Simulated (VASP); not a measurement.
# As2Se (F-43m) in VASP: a series of runs

The runs below take As2Se through single point, relaxation of cell and atoms, with PBE.

Program: VASP 6.6.1. These are calculated values, not measurements. Logs are shortened: lines on timing, memory, paths and dates and some standing lists are left out, and cuts for length are marked.

### 1 The cell of the first run

It takes space group F-43m (No. 216, cubic). Conventional cell: a = 6.552 Å, b = 6.552 Å, c = 6.552 Å, α = 90.00°, β = 90.00°, γ = 90.00°. Within 3.7 Å of As (site symmetry -43m) lie 4 As at 2.84 Å and 4 Se at 2.84 Å. As (site symmetry -43m) has 4 As at 2.84 Å and 6 Se at 3.28 Å within 3.7 Å. Within 3.7 Å of Se (site symmetry -43m) lie 10 As at 2.84 to 3.28 Å.

The cell was built from a structure type or drawn by symmetry, and may not be a known phase.

### 2 Single point, PBE

INCAR

```
SYSTEM = As2Se
PREC = Accurate
ENCUT = 520
EDIFF = 1E-7
ISMEAR = 0
SIGMA = 0.1
LREAL = .FALSE.
LASPH = .TRUE.
NELM = 100
ALGO = Normal
ISIF = 2
LWAVE = .FALSE.
LCHARG = .FALSE.
GGA = PE
NBANDS = 15
```

KPOINTS

```
Automatic mesh
0
G
  4 4 4
  0 0 0
```

POSCAR

```
As2Se
1.0
    0.0000000000      3.2761404900      3.2761404900
    3.2761404900      0.0000000000      3.2761404900
    3.2761404900      3.2761404900      0.0000000000
As Se
2 1
Direct
    0.2500000000      0.2500000000      0.2500000000
    0.5000000000      0.5000000000      0.5000000000
    0.0000000000      0.0000000000      0.0000000000
```

Potentials or basis: VASP PAW PBE potentials, release 64 (As, Se).

The run is started by

```sh
> cat potpaw_PBE.64/As/POTCAR potpaw_PBE.64/Se/POTCAR > POTCAR
> mpirun -np 1 vasp_std > vasp.out
```

OUTCAR:

```text
SYSTEM = As2Se
   PREC = Accurate
   ENCUT = 520
   EDIFF = 1E-7
   ISMEAR = 0
   LREAL = .FALSE.
   LASPH = .TRUE.
   NELM = 100
   ISIF = 2
   GGA = PE

 ion  position               nearest neighbor table
   1  0.250  0.250  0.250-   3 2.84   3 2.84   3 2.84   2 2.84   3 2.84   2 2.84   2 2.84   2 2.84

   2  0.500  0.500  0.500-   1 2.84   1 2.84   1 2.84   1 2.84
   3  0.000  0.000  0.000-   1 2.84   1 2.84   1 2.84   1 2.84

  LATTYP: Found a face centered cubic cell.
 ALAT       =     6.5522809800

  Lattice vectors:

 A1 = (   0.0000000000,   3.2761404900,   3.2761404900)
 A2 = (   3.2761404900,   0.0000000000,   3.2761404900)
 A3 = (   3.2761404900,   3.2761404900,   0.0000000000)

Analysis of symmetry for initial positions (statically):
=====================================================================
 Subroutine PRICEL returns:
 Original cell was already a primitive cell.

 Routine SETGRP: Setting up the symmetry group for a
 face centered cubic supercell.

 Subroutine GETGRP returns: Found 24 space group operations
 (whereof 24 operations were pure point group operations)
 out of a pool of 48 trial point group operations.

The static configuration has the point symmetry T_d .

Analysis of symmetry for dynamics (positions and initial velocities):
=====================================================================
 Subroutine PRICEL returns:
 Original cell was already a primitive cell.

 Routine SETGRP: Setting up the symmetry group for a
 face centered cubic supercell.

 Subroutine GETGRP returns: Found 24 space group operations
 (whereof 24 operations were pure point group operations)
 out of a pool of 48 trial point group operations.

The dynamic configuration has the point symmetry T_d .

 Subroutine INISYM returns: Found 24 space group operations
 (whereof 24 operations are pure point group operations),
 and found     1 'primitive' translations

----------------------------------------------------------------------------------------

                                     Primitive cell

  volume of cell :      70.3263

  direct lattice vectors                    reciprocal lattice vectors
     0.000000000  3.276140490  3.276140490    -0.152618608  0.152618608  0.152618608
     3.276140490  0.000000000  3.276140490     0.152618608 -0.152618608  0.152618608
     3.276140490  3.276140490  0.000000000     0.152618608  0.152618608 -0.152618608

  length of vectors
     4.633162313  4.633162313  4.633162313     0.264343183  0.264343183  0.264343183

  position of ions in fractional coordinates (direct lattice)
     0.250000000  0.250000000  0.250000000
     0.500000000  0.500000000  0.500000000
     0.000000000  0.000000000  0.000000000

  ion indices of the primitive-cell ions
   primitive index   ion index
                 1           1
                 2           2
                 3           3

----------------------------------------------------------------------------------------

 KPOINTS: Automatic mesh

Automatic generation of k-mesh.
 Grid dimensions read from file:
 generate k-points for:    4    4    4

 Generating k-lattice:

  Cartesian coordinates                     Fractional coordinates (reciprocal lattice)
    -0.038154652  0.038154652  0.038154652     0.250000000  0.000000000  0.000000000
     0.038154652 -0.038154652  0.038154652     0.000000000  0.250000000  0.000000000
     0.038154652  0.038154652 -0.038154652     0.000000000  0.000000000  0.250000000

  Length of vectors
     0.066085796  0.066085796  0.066085796

  Shift w.r.t. Gamma in fractional coordinates (k-lattice)
     0.000000000  0.000000000  0.000000000

 Subroutine IBZKPT returns following result:
 ===========================================

 Found      8 irreducible k-points:

 Following reciprocal coordinates:
            Coordinates               Weight
  0.000000  0.000000  0.000000      1.000000
  0.250000  0.000000  0.000000      8.000000
  0.500000  0.000000  0.000000      4.000000
  0.250000  0.250000  0.000000      6.000000
  0.500000  0.250000  0.000000     24.000000
 -0.250000  0.250000  0.000000     12.000000
  0.500000  0.500000  0.000000      3.000000
 -0.250000  0.500000  0.250000      6.000000
   k-points           NKPTS =      8   k-points in BZ     NKDIM =      8   number of bands    NBANDS=     15
   number of dos      NEDOS =    301   number of ions     NIONS =      3
   total plane-waves  NPLWV =  46656
   dimension x,y,z NGX =    36 NGY =   36 NGZ =   36
   dimension x,y,z NGXF=    72 NGYF=   72 NGZF=   72
   ions per type =               2   1
   NGX,Y,Z   is equivalent  to a cutoff of  12.92, 12.92, 12.92 a.u.
   NGXF,Y,Z  is equivalent  to a cutoff of  25.83, 25.83, 25.83 a.u.
 SYSTEM =  As2Se
   PREC   = accura    normal or accurate (medium, high low for compatibility)
   ISTART =      0    job   : 0-new  1-cont  2-samecut
   ICHARG =      2    charge: 1-file 2-atom 10-const
   ISPIN  =      1    spin polarized calculation?
   LNONCOLLINEAR =      F non collinear calculations
   LSORBIT =      F    spin-orbit coupling
   LASPH  =      T    aspherical Exc in radial PAW
   ENCUT  =  520.0 eV  38.22 Ry    6.18 a.u.   8.61  8.61  8.61*2*pi/ulx,y,z
   NELM   =    100;   NELMIN=  2; NELMDL= -5     # of ELM steps
   EDIFF  = 0.1E-06   stopping-criterion for ELM
   LREAL  =      F    real-space projection
   EDIFFG = 0.1E-05   stopping-criterion for IOM
   NSW    =      0    number of steps for IOM
   IBRION =     -1    ionic relax: 0-MD 1-quasi-New 2-CG
   NFREE  =      0    steps in history (QN), initial steepest desc. (CG)
   ISIF   =      2    stress and relaxation
   ISYM   =      2    0-nonsym 1-usesym 2-fastsym
   POTIM  = 0.5000    time-step for ionic-motion
   TEBEG  =    0.0;   TEEND  =   0.0 temperature during run
   PSTRESS=    0.0 pullay stress
   NELECT =      16.0000    total number of electrons
   NUPDOWN=      -1.0000    fix difference up-down
   EMIN   =  10.00;   EMAX   =-10.00  energy-range for DOS
   EFERMI =   0.00;   METHOD = LEGACY
   ISMEAR =     0;   SIGMA  =   0.10  broadening in eV -4-tet -1-fermi 0-gaus
   EFERMI_NEDOS =   21; number of points for ismear=-14 and -15
   IALGO  =     38    algorithm
   IMIX   =      4    mixing-type and parameters
     AMIX     =   0.40;   BMIX     =  1.00
     AMIX_MAG =   1.60;   BMIX_MAG =  1.00
  volume/ion in A,a.u.               =      23.44       158.20
  Fermi-wavevector in a.u.,A,eV,Ry     =   0.999407  1.888605 13.589689  0.998814
  Thomas-Fermi vector in A             =   2.131695
   LORBIT       =      0    0 simple, 1 ext, 2 COOP (PROOUT), +10 PAW based schemes
   GGA     = PE    functional components
   LHFCALC =     F    Hartree Fock is set to
   AEXX    =    0.0000 exact exchange contribution
   IVDW    =     0    specifies the selected vdW correction
   LEPSILON=     F    determine dielectric tensor
   LRPA    =     F    only Hartree local field effects (RPA)
 non-spin polarized calculation
 Gauss-broadening in eV      SIGMA  =   0.10
  energy-cutoff  :      520.00
  volume of cell :       70.33
 maximum number of plane-waves:      1924
 NGX is ok and might be reduce to    36
   NGX = 17   NGY = 17   NGZ = 17

 number of electron      15.9999999 magnetization

 Free energy of the ion-electron system (eV)
  ---------------------------------------------------
  ext. energy  EPLUGINS =         0.00000000
  ---------------------------------------------------
  free energy    TOTEN  =       -11.62664235 eV

  energy without entropy =      -11.61967666  energy(sigma->0) =      -11.62315950

 E-fermi :   4.2944     XC(G=0):  -9.6234

 val. band max:        4.2727860163   @ k =   0.2500   0.0000   0.0000
 cond. band min:       4.4707496742   @ k =   0.2500   0.2500   0.0000
 fundamental gap:      0.1979636579
 Fermi energy:         4.2944343672

 k-point     1 :       0.0000    0.0000    0.0000
  band No.  band energies     occupation
      1     -10.5145      2.00000
      2      -5.8339      2.00000
      3      -2.9977      2.00000
      4       1.1663      2.00000
      5       1.1663      2.00000
      6       1.1663      2.00000
      7       1.8873      2.00000
      8       1.8873      2.00000
      9       1.8873      2.00000
     10       6.0385      0.00000
     11       6.0385      0.00000
     12       6.0385      0.00000
     13       9.7719      0.00000
     14       9.7719      0.00000
     15      10.9065      0.00000

 k-point     2 :       0.2500    0.0000    0.0000
  band No.  band energies     occupation
      1     -10.0388      2.00000
      2      -6.4585      2.00000
      3      -4.0635      2.00000
      4       0.5408      2.00000
      5       0.5408      2.00000
      6       0.8482      2.00000
      7       2.3595      2.00000
      8       2.3595      2.00000
      9       4.2728      1.24051
     10       6.1561      0.00000
     11       6.1561      0.00000
     12       6.2428      0.00000
     13      11.5786      0.00000
     14      11.5786      0.00000
     15      11.8799      0.00000

 k-point     3 :       0.5000    0.0000    0.0000
  band No.  band energies     occupation
      1      -9.1940      2.00000
      2      -7.5566      2.00000
      3      -4.7719      2.00000
      4       0.2399      2.00000
      5       0.2399      2.00000
      6       1.3566      2.00000
      7       2.2990      2.00000
      8       2.2990      2.00000
      9       4.7462      0.00000
     10       7.1466      0.00000
     11       7.1466      0.00000
     12       7.7637      0.00000
     13      11.3673      0.00000
     14      11.6263      0.00000
     15      11.6263      0.00000

 k-point     4 :       0.2500    0.2500    0.0000
  band No.  band energies     occupation
      1      -9.8813      2.00000
      2      -6.4398      2.00000
      3      -4.5109      2.00000
      4      -0.4396      2.00000
      5      -0.4396      2.00000
      6       1.9548      2.00000
      7       3.5449      2.00000
      8       3.8004      2.00000
      9       3.8004      2.00000
     10       4.4707      0.01265
     11       7.2138      0.00000
     12       7.2138      0.00000
     13      10.5601      0.00000
     14      11.9361      0.00000
     15      12.3610      0.00000

 k-point     5 :       0.5000    0.2500    0.0000
  band No.  band energies     occupation
      1      -9.0381      2.00000
      2      -7.1873      2.00000
      3      -5.6485      2.00000
      4      -0.6469      2.00000
      5      -0.4900      2.00000
      6       1.9077      2.00000
      7       3.2829      2.00000
      8       3.8608      2.00000
      9       4.7742      0.00000
     10       6.8738      0.00000
     11       7.3893      0.00000
     12       7.4100      0.00000
     13      10.9453      0.00000
     14      12.2602      0.00000
     15      13.6516      0.00000

 k-point     6 :      -0.2500    0.2500    0.0000
  band No.  band energies     occupation
      1      -9.3479      2.00000
      2      -7.0200      2.00000
      3      -5.2785      2.00000
      4      -0.1127      2.00000
      5       0.0983      2.00000
      6       1.0871      2.00000
      7       2.8255      2.00000
      8       3.5886      2.00000
      9       5.0346      0.00000
     10       6.0755      0.00000
     11       6.4384      0.00000
     12       8.1004      0.00000
     13      10.1800      0.00000
     14      12.5135      0.00000
     15      13.4980      0.00000

 k-point     7 :       0.5000    0.5000    0.0000
  band No.  band energies     occupation
      1      -8.7602      2.00000
      2      -7.0684      2.00000
      3      -6.1481      2.00000
      4      -1.1544      2.00000
      5      -1.1544      2.00000
      6       1.5054      2.00000
      7       5.1706      0.00000
      8       5.2018      0.00000
      9       5.2018      0.00000
     10       6.2274      0.00000
     11       7.7631      0.00000
     12       7.7631      0.00000
     13      10.2963      0.00000
     14      12.2751      0.00000
     15      13.3272      0.00000

 k-point     8 :      -0.2500    0.5000    0.2500
  band No.  band energies     occupation
      1      -8.6588      2.00000
      2      -7.0512      2.00000
      3      -6.4936      2.00000
      4      -1.5147      2.00000
      5       0.9399      2.00000
      6       1.2573      2.00000
      7       2.5699      2.00000
      8       5.3936      0.00000
      9       5.9875      0.00000
     10       5.9958      0.00000
     11       7.0694      0.00000
     12       7.5921      0.00000
     13      11.7024      0.00000
     14      12.8172      0.00000
     15      13.0995      0.00000

------------------------ aborting loop because EDIFF is reached ----------------------------------------

  FORCE on cell =-STRESS in cart. coord.  units (eV):
  Direction    XX          YY          ZZ          XY          YZ          ZX
  --------------------------------------------------------------------------------------
  -------------------------------------------------------------------------------------
  Total       -0.5738778     -0.5738778     -0.5738778     -0.0000000     -0.0000000      0.0000000
  in kB      -13.0741189    -13.0741189    -13.0741189     -0.0000000     -0.0000000      0.0000000
  external PRESSURE =     -13.0741189 kB  Pullay stress =       0.0000000 kB

 VOLUME and BASIS-vectors are now :
 -----------------------------------------------------------------------------
  energy-cutoff  :      520.00
  volume of cell :       70.33
      direct lattice vectors                 reciprocal lattice vectors
     0.000000000  3.276140490  3.276140490    -0.152618608  0.152618608  0.152618608
     3.276140490  0.000000000  3.276140490     0.152618608 -0.152618608  0.152618608
     3.276140490  3.276140490  0.000000000     0.152618608  0.152618608 -0.152618608

 POSITION                                       TOTAL-FORCE (eV/Angst)
 -----------------------------------------------------------------------------------
      1.63807      1.63807      1.63807        -0.000000     -0.000000     -0.000000
      3.27614      3.27614      3.27614         0.000000     -0.000000     -0.000000
      0.00000      0.00000      0.00000         0.000000      0.000000      0.000000
 -----------------------------------------------------------------------------------
    total drift:                               -0.000000     -0.000000     -0.000000

  FREE ENERGIE OF THE ION-ELECTRON SYSTEM (eV)
  ---------------------------------------------------
  free  energy   TOTEN  =       -11.6266423529 eV

  energy  without entropy=      -11.6196766563  energy(sigma->0) =      -11.62315950
```

It took 23 s on 1 thread of Intel Xeon 8259CL, shared host; peak memory 0.2 GiB.

Results:

```yaml
Free_energy: -11.6266 eV
Pressure: -1.3 GPa
Band_gap_on_the_k_mesh: zero (bands 8 and 9 overlap by 3.51 eV)
```

Caveat: the k points lie up to 0.42 Å⁻¹ apart, too coarse for converged energies and pressures of a metal.

### 3 Single point, PBE

This run uses another cell than the first one, of 23.10 Å³/atom.

INCAR

```
ALGO = Normal ; EDIFF = 1E-6
ENCUT = 520 ; GGA = PE
ISIF = 2 ; ISMEAR = 0
LASPH = True ; LCHARG = True
LELF = True ; LREAL = False
LVHAR = True ; LWAVE = False
NBANDS = 15 ; NELM = 100
PREC = Accurate ; SIGMA = 0.1
```

KPOINTS

```
k-points
0
Gamma
  12 12 12
```

POSCAR

```
As2Se
1.0
    0.0000000000      3.2601882897      3.2601882897
    3.2601882897      0.0000000000      3.2601882897
    3.2601882897      3.2601882897      0.0000000000
As Se
2 1
Direct
    0.2500000000      0.2500000000      0.2500000000
    0.5000000000      0.5000000000      0.5000000000
    0.0000000000      0.0000000000      0.0000000000
```

Potentials or basis: VASP PAW PBE potentials, release 64 (As, Se).

The run is started by

```sh
> cat potpaw_PBE.64/As/POTCAR potpaw_PBE.64/Se/POTCAR > POTCAR
> mpirun -np 1 vasp_std > vasp.out
```

OUTCAR:

```text
EDIFF = 1E-6
   ENCUT = 520
   GGA = PE
   ISIF = 2
   ISMEAR = 0
   LASPH = True
   LREAL = False
   NELM = 100
   PREC = Accurate

 ion  position               nearest neighbor table
   1  0.250  0.250  0.250-   3 2.82   3 2.82   3 2.82   2 2.82   2 2.82   2 2.82   3 2.82   2 2.82

   2  0.500  0.500  0.500-   1 2.82   1 2.82   1 2.82   1 2.82
   3  0.000  0.000  0.000-   1 2.82   1 2.82   1 2.82   1 2.82

[... 627 lines left out ...]
------------------------ aborting loop because EDIFF is reached ----------------------------------------

  FORCE on cell =-STRESS in cart. coord.  units (eV):
  Direction    XX          YY          ZZ          XY          YZ          ZX
  --------------------------------------------------------------------------------------
  -------------------------------------------------------------------------------------
  Total        0.0179718      0.0179718      0.0179718      0.0000000      0.0000000      0.0000000
  in kB        0.4154752      0.4154752      0.4154752      0.0000000      0.0000000      0.0000000
  external PRESSURE =       0.4154752 kB  Pullay stress =       0.0000000 kB

 VOLUME and BASIS-vectors are now :
 -----------------------------------------------------------------------------
  energy-cutoff  :      520.00
  volume of cell :       69.30
      direct lattice vectors                 reciprocal lattice vectors
     0.000000000  3.260188290  3.260188290    -0.153365375  0.153365375  0.153365375
     3.260188290  0.000000000  3.260188290     0.153365375 -0.153365375  0.153365375
     3.260188290  3.260188290  0.000000000     0.153365375  0.153365375 -0.153365375

 POSITION                                       TOTAL-FORCE (eV/Angst)
 -----------------------------------------------------------------------------------
      1.63009      1.63009      1.63009        -0.000000     -0.000000     -0.000000
      3.26019      3.26019      3.26019         0.000000      0.000000      0.000000
      0.00000      0.00000      0.00000        -0.000000     -0.000000     -0.000000
 -----------------------------------------------------------------------------------
    total drift:                               -0.000000     -0.000000     -0.000000

  FREE ENERGIE OF THE ION-ELECTRON SYSTEM (eV)
  ---------------------------------------------------
  free  energy   TOTEN  =       -11.5879891764 eV

  energy  without entropy=      -11.5767393229  energy(sigma->0) =      -11.58236425
```

Run time: 1.7 min. Hardware: 1 thread of Intel Xeon 8259CL, shared host; peak memory 0.25 GiB.

Results:

| Item | Value |
| --- | --- |
| Free energy | -11.5880 eV |
| Pressure | 0.0 GPa |
| Band gap on the k mesh | zero (bands 8 and 9 overlap by 3.54 eV) |

Levels at points of the mesh, in eV from the Fermi level:
```csv
k point,band 6,band 7,band 8,band 9,band 10,band 11
"(0.00, 0.00, 0.00)",-3.26,-2.49,-2.49,-2.49,1.70,1.70
"(0.50, 0.00, 0.00)",-3.01,-2.09,-2.09,0.44,2.84,2.84
"(0.50, 0.50, 0.00)",-2.89,0.87,0.87,0.89,1.92,3.48
```

(Continued in part 2 of 2.)
